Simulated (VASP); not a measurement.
# FeNi3 (Pm-3m) in VASP: single point with PBE

Aim: the single point of FeNi3 with PBE.

Program: VASP 6.6.1. These are calculated values, not measurements. Logs are shortened: lines on timing, memory, paths and dates and some standing lists are left out, and cuts for length are marked.

## 1. The cell of the first run

It takes space group Pm-3m (No. 221, cubic). Conventional cell: a = 3.545 Å, b = 3.545 Å, c = 3.545 Å, α = 90.00°, β = 90.00°, γ = 90.00°. Fe (site symmetry m-3m) has 12 Ni at 2.51 Å within 3.3 Å. Within 3.3 Å of Ni (site symmetry 4/mmm) lie 4 Fe at 2.51 Å and 8 Ni at 2.51 Å.

## 2. Single point, PBE, collinear spin, ferromagnetic start

Contents of INCAR:

```
PREC = Accurate
ENCUT = 520
EDIFF = 1E-7
ISMEAR = -1
SIGMA = 0.05
LREAL = False
LASPH = True
NELM = 150
ALGO = Normal
ISIF = 2
LWAVE = False
LCHARG = False
ISPIN = 2
MAGMOM = 3 1.5 1.5 1.5
LORBIT = 11
LMAXMIX = 4
GGA = PE
NBANDS = 31
```

Contents of KPOINTS:

```
regular mesh
0
Gamma
  9 9 9
```

Contents of POSCAR:

```
FeNi3
1.0
    3.5450000000      0.0000000000      0.0000000000
    0.0000000000      3.5450000000      0.0000000000
    0.0000000000      0.0000000000      3.5450000000
Fe Ni
1 3
Direct
    0.0000000000      0.0000000000      0.0000000000
    0.0000000000      0.5000000000      0.5000000000
    0.5000000000      0.0000000000      0.5000000000
    0.5000000000      0.5000000000      0.0000000000
```

Potentials or basis: VASP PAW PBE potentials, release 64 (Fe, Ni).

On the command line:

```
$ cat potpaw_PBE.64/Fe/POTCAR potpaw_PBE.64/Ni/POTCAR > POTCAR
$ mpirun -np 1 vasp_std > vasp.out
```

OUTCAR:

```text
PREC = Accurate
   ENCUT = 520
   EDIFF = 1E-7
   ISMEAR = -1
   LREAL = False
   LASPH = True
   NELM = 150
   ISIF = 2
   ISPIN = 2
   LORBIT = 11
   GGA = PE

 ion  position               nearest neighbor table
   1  0.000  0.000  0.000-   2 2.51   3 2.51   4 2.51   2 2.51   3 2.51   2 2.51   4 2.51   2 2.51
                             3 2.51   4 2.51   3 2.51   4 2.51
   2  0.000  0.500  0.500-   1 2.51   3 2.51   4 2.51   1 2.51   4 2.51   1 2.51   3 2.51   1 2.51
                             3 2.51   4 2.51   4 2.51   3 2.51
   3  0.500  0.000  0.500-   1 2.51   2 2.51   4 2.51   1 2.51   4 2.51   2 2.51   4 2.51   4 2.51
                             1 2.51   2 2.51   1 2.51   2 2.51
   4  0.500  0.500  0.000-   1 2.51   2 2.51   3 2.51   2 2.51   3 2.51   1 2.51   3 2.51   3 2.51
                             1 2.51   2 2.51   2 2.51   1 2.51

  LATTYP: Found a simple cubic cell.
 ALAT       =     3.5450000000

  Lattice vectors:

 A1 = (   3.5450000000,   0.0000000000,   0.0000000000)
 A2 = (   0.0000000000,   3.5450000000,   0.0000000000)
 A3 = (   0.0000000000,   0.0000000000,   3.5450000000)

Analysis of symmetry for initial positions (statically):
=====================================================================
 Subroutine PRICEL returns:
 Original cell was already a primitive cell.

 Routine SETGRP: Setting up the symmetry group for a
 simple cubic supercell.

 Subroutine GETGRP returns: Found 48 space group operations
 (whereof 48 operations were pure point group operations)
 out of a pool of 48 trial point group operations.

The static configuration has the point symmetry O_h .

Analysis of symmetry for dynamics (positions and initial velocities):
=====================================================================
 Subroutine PRICEL returns:
 Original cell was already a primitive cell.

 Routine SETGRP: Setting up the symmetry group for a
 simple cubic supercell.

 Subroutine GETGRP returns: Found 48 space group operations
 (whereof 48 operations were pure point group operations)
 out of a pool of 48 trial point group operations.

The dynamic configuration has the point symmetry O_h .

Analysis of structural, dynamic, and magnetic symmetry:
=====================================================================
 Subroutine PRICEL returns:
 Original cell was already a primitive cell.

 Routine SETGRP: Setting up the symmetry group for a
 simple cubic supercell.

 Subroutine GETGRP returns: Found 48 space group operations
 (whereof 48 operations were pure point group operations)
 out of a pool of 48 trial point group operations.

The overall configuration has the point symmetry O_h .

 Subroutine INISYM returns: Found 48 space group operations
 (whereof 48 operations are pure point group operations),
 and found     1 'primitive' translations

----------------------------------------------------------------------------------------

                                     Primitive cell

  volume of cell :      44.5501

  direct lattice vectors                    reciprocal lattice vectors
     3.545000000  0.000000000  0.000000000     0.282087447  0.000000000  0.000000000
     0.000000000  3.545000000  0.000000000     0.000000000  0.282087447  0.000000000
     0.000000000  0.000000000  3.545000000     0.000000000  0.000000000  0.282087447

  length of vectors
     3.545000000  3.545000000  3.545000000     0.282087447  0.282087447  0.282087447

  position of ions in fractional coordinates (direct lattice)
     0.000000000  0.000000000  0.000000000
     0.000000000  0.500000000  0.500000000
     0.500000000  0.000000000  0.500000000
     0.500000000  0.500000000  0.000000000

  ion indices of the primitive-cell ions
   primitive index   ion index
                 1           1
                 2           2
                 3           3
                 4           4

----------------------------------------------------------------------------------------

 KPOINTS: regular mesh

Automatic generation of k-mesh.
 Grid dimensions read from file:
 generate k-points for:    9    9    9

 Generating k-lattice:

  Cartesian coordinates                     Fractional coordinates (reciprocal lattice)
     0.031343050  0.000000000  0.000000000     0.111111111  0.000000000  0.000000000
     0.000000000  0.031343050  0.000000000     0.000000000  0.111111111  0.000000000
     0.000000000  0.000000000  0.031343050     0.000000000  0.000000000  0.111111111

  Length of vectors
     0.031343050  0.031343050  0.031343050

  Shift w.r.t. Gamma in fractional coordinates (k-lattice)
     0.000000000  0.000000000  0.000000000

 Subroutine IBZKPT returns following result:
 ===========================================

 Found     35 irreducible k-points:

 Following reciprocal coordinates:
            Coordinates               Weight
  0.000000  0.000000  0.000000      1.000000
  0.111111  0.000000  0.000000      6.000000
  0.222222  0.000000  0.000000      6.000000
  0.333333  0.000000  0.000000      6.000000
  0.444444  0.000000  0.000000      6.000000
  0.111111  0.111111  0.000000     12.000000
[... 16 lines left out ...]
  0.333333  0.333333  0.111111     24.000000
  0.444444  0.333333  0.111111     48.000000
 [... further k-points ...]
   k-points           NKPTS =     35   k-points in BZ     NKDIM =     35   number of bands    NBANDS=     31
   number of dos      NEDOS =    301   number of ions     NIONS =      4
   total plane-waves  NPLWV =  21952
   dimension x,y,z NGX =    28 NGY =   28 NGZ =   28
   dimension x,y,z NGXF=    56 NGYF=   56 NGZF=   56
   ions per type =               1   3
   NGX,Y,Z   is equivalent  to a cutoff of  13.13, 13.13, 13.13 a.u.
   NGXF,Y,Z  is equivalent  to a cutoff of  26.26, 26.26, 26.26 a.u.
 SYSTEM =  unknown system
   PREC   = accura    normal or accurate (medium, high low for compatibility)
   ISTART =      0    job   : 0-new  1-cont  2-samecut
   ICHARG =      2    charge: 1-file 2-atom 10-const
   ISPIN  =      2    spin polarized calculation?
   LNONCOLLINEAR =      F non collinear calculations
   LSORBIT =      F    spin-orbit coupling
   LASPH  =      T    aspherical Exc in radial PAW
   ENCUT  =  520.0 eV  38.22 Ry    6.18 a.u.   6.59  6.59  6.59*2*pi/ulx,y,z
   NELM   =    150;   NELMIN=  2; NELMDL= -5     # of ELM steps
   EDIFF  = 0.1E-06   stopping-criterion for ELM
   LREAL  =      F    real-space projection
   EDIFFG = 0.1E-05   stopping-criterion for IOM
   NSW    =      0    number of steps for IOM
   IBRION =     -1    ionic relax: 0-MD 1-quasi-New 2-CG
   NFREE  =      0    steps in history (QN), initial steepest desc. (CG)
   ISIF   =      2    stress and relaxation
   ISYM   =      2    0-nonsym 1-usesym 2-fastsym
   POTIM  = 0.5000    time-step for ionic-motion
   TEBEG  =    0.0;   TEEND  =   0.0 temperature during run
   PSTRESS=    0.0 pullay stress
   NELECT =      38.0000    total number of electrons
   NUPDOWN=      -1.0000    fix difference up-down
   EMIN   =  10.00;   EMAX   =-10.00  energy-range for DOS
   EFERMI =   0.00;   METHOD = LEGACY
   ISMEAR =    -1;   SIGMA  =   0.05  broadening in eV -4-tet -1-fermi 0-gaus
   EFERMI_NEDOS =   21; number of points for ismear=-14 and -15
   IALGO  =     38    algorithm
   IMIX   =      4    mixing-type and parameters
     AMIX     =   0.40;   BMIX     =  1.00
     AMIX_MAG =   1.60;   BMIX_MAG =  1.00
  volume/ion in A,a.u.               =      11.14        75.16
  Fermi-wavevector in a.u.,A,eV,Ry     =   1.552577  2.933945 32.796776  2.410495
  Thomas-Fermi vector in A             =   2.656932
   LORBIT       =     11    0 simple, 1 ext, 2 COOP (PROOUT), +10 PAW based schemes
   GGA     = PE    functional components
   LHFCALC =     F    Hartree Fock is set to
   AEXX    =    0.0000 exact exchange contribution
   IVDW    =     0    specifies the selected vdW correction
   LEPSILON=     F    determine dielectric tensor
   LRPA    =     F    only Hartree local field effects (RPA)
 spin polarized calculation
  energy-cutoff  :      520.00
  volume of cell :       44.55
 maximum number of plane-waves:      1217
 NGX is ok and might be reduce to    28
   NGX = 13   NGY = 13   NGZ = 13

 number of electron      37.9999985 magnetization       4.7472371

 Free energy of the ion-electron system (eV)
  ---------------------------------------------------
  ext. energy  EPLUGINS =         0.00000000
  ---------------------------------------------------
  free energy    TOTEN  =       -25.00596551 eV

  energy without entropy =      -24.97639244  energy(sigma->0) =      -24.99117898

 E-fermi :   8.5799     XC(G=0): -13.1426

 val. band max:        8.5739016129   @ k =   0.4444   0.4444   0.0000
 cond. band min:       8.5848642287   @ k =   0.4444   0.3333   0.1111
 fundamental gap:      0.0109626159
 Fermi energy:         8.5799365796

 spin component 1

 k-point     1 :       0.0000    0.0000    0.0000
  band No.  band energies     occupation
      1      -0.4934      1.00000
      2       3.2867      1.00000
      3       3.2867      1.00000
      4       3.9601      1.00000
      5       4.0256      1.00000
      6       4.0256      1.00000
[... 23 lines left out ...]
     30      22.7597      0.00000
     31      23.2423      0.00000

 k-point     2 :       0.1111    0.0000    0.0000
  band No.  band energies     occupation
      1      -0.3338      1.00000
      2       3.3369      1.00000
      3       3.3611      1.00000
      4       4.0184      1.00000
      5       4.0732      1.00000
      6       4.0806      1.00000
[... 23 lines left out ...]
     30      22.2313      0.00000
     31      22.7224      0.00000

 k-point     3 :       0.2222    0.0000    0.0000
  band No.  band energies     occupation
      1       0.1359      1.00000
      2       3.4252      1.00000
      3       3.5628      1.00000
      4       4.1901      1.00000
      5       4.2100      1.00000
      6       4.2455      1.00000
[... 703 lines left out ...]
     30      23.2877      0.00000
     31      23.5382      0.00000

 k-point    24 :       0.4444    0.3333    0.1111
  band No.  band energies     occupation
      1       2.9369      1.00000
      2       3.6354      1.00000
      3       4.2749      1.00000
      4       4.5471      1.00000
      5       4.7757      1.00000
      6       5.0036      1.00000
[... 23 lines left out ...]
     30      22.1804      0.00000
     31      24.5051      0.00000

 [... further k-points ...]

 spin component 2

 k-point     1 :       0.0000    0.0000    0.0000
  band No.  band energies     occupation
      1      -0.4561      1.00000
      2       4.3253      1.00000
      3       4.3253      1.00000
      4       4.3326      1.00000
      5       5.0229      1.00000
      6       5.0229      1.00000
[... 23 lines left out ...]
     30      22.6904      0.00000
     31      23.5991      0.00000

 k-point     2 :       0.1111    0.0000    0.0000
  band No.  band energies     occupation
      1      -0.2962      1.00000
      2       4.3187      1.00000
      3       4.4127      1.00000
      4       4.4200      1.00000
      5       5.0764      1.00000
      6       5.0767      1.00000
[... 23 lines left out ...]
     30      22.2051      0.00000
     31      23.1001      0.00000

 k-point     3 :       0.2222    0.0000    0.0000
  band No.  band energies     occupation
      1       0.1752      1.00000
      2       4.2219      1.00000
      3       4.6359      1.00000
      4       4.6831      1.00000
      5       5.2316      1.00000
      6       5.2390      1.00000
[... 703 lines left out ...]
     30      23.4556      0.00000
     31      23.9140      0.00000

 k-point    24 :       0.4444    0.3333    0.1111
  band No.  band energies     occupation
      1       3.1224      1.00000
      2       4.0029      1.00000
      3       5.0736      1.00000
      4       5.2995      1.00000
      5       5.8311      1.00000
      6       5.9867      1.00000
[... 23 lines left out ...]
     30      22.5063      0.00000
     31      24.7562      0.00000

 [... further k-points ...]

------------------------ aborting loop because EDIFF is reached ----------------------------------------

  FORCE on cell =-STRESS in cart. coord.  units (eV):
  Direction    XX          YY          ZZ          XY          YZ          ZX
  --------------------------------------------------------------------------------------
  -------------------------------------------------------------------------------------
  Total       -0.0675854     -0.0675854     -0.0675854      0.0000000      0.0000000     -0.0000000
  in kB       -2.4306077     -2.4306077     -2.4306077      0.0000000      0.0000000     -0.0000000
  external PRESSURE =      -2.4306077 kB  Pullay stress =       0.0000000 kB

 VOLUME and BASIS-vectors are now :
 -----------------------------------------------------------------------------
  energy-cutoff  :      520.00
  volume of cell :       44.55
      direct lattice vectors                 reciprocal lattice vectors
     3.545000000  0.000000000  0.000000000     0.282087447  0.000000000  0.000000000
     0.000000000  3.545000000  0.000000000     0.000000000  0.282087447  0.000000000
     0.000000000  0.000000000  3.545000000     0.000000000  0.000000000  0.282087447

 POSITION                                       TOTAL-FORCE (eV/Angst)
 -----------------------------------------------------------------------------------
      0.00000      0.00000      0.00000         0.000000      0.000000      0.000000
      0.00000      1.77250      1.77250         0.000000      0.000000      0.000000
      1.77250      0.00000      1.77250         0.000000      0.000000      0.000000
      1.77250      1.77250      0.00000         0.000000      0.000000      0.000000
 -----------------------------------------------------------------------------------
    total drift:                                0.000000      0.000000      0.000000

  FREE ENERGIE OF THE ION-ELECTRON SYSTEM (eV)
  ---------------------------------------------------
  free  energy   TOTEN  =       -25.0059655118 eV

  energy  without entropy=      -24.9763924408  energy(sigma->0) =      -24.99117898

 total charge

# of ion       s       p       d       tot
------------------------------------------
    1        0.474   0.501   6.113   7.087
    2        0.503   0.508   8.325   9.336
    3        0.503   0.508   8.325   9.336
    4        0.503   0.508   8.325   9.336
--------------------------------------------------
tot          1.984   2.025  31.086  35.095

 magnetization (x)

# of ion       s       p       d       tot
------------------------------------------
    1        0.012  -0.000   2.889   2.901
    2       -0.015  -0.044   0.685   0.626
    3       -0.015  -0.044   0.685   0.626
    4       -0.015  -0.044   0.685   0.626
--------------------------------------------------
tot         -0.034  -0.133   4.946   4.778
```

It took 70 s on 1 thread of Intel Xeon Platinum 8488C (Sapphire Rapids), shared host; peak memory 0.21 GiB.

Results:

```
Free energy                                           : -25.0060 eV
Pressure                                              : -0.2 GPa
Net moment                                            : 4.75 μB per cell
Site moments                                          : Fe +2.90; Ni +0.63 μB
Valence electrons inside the program's atomic spheres : Fe 7.09; Ni 9.34
```
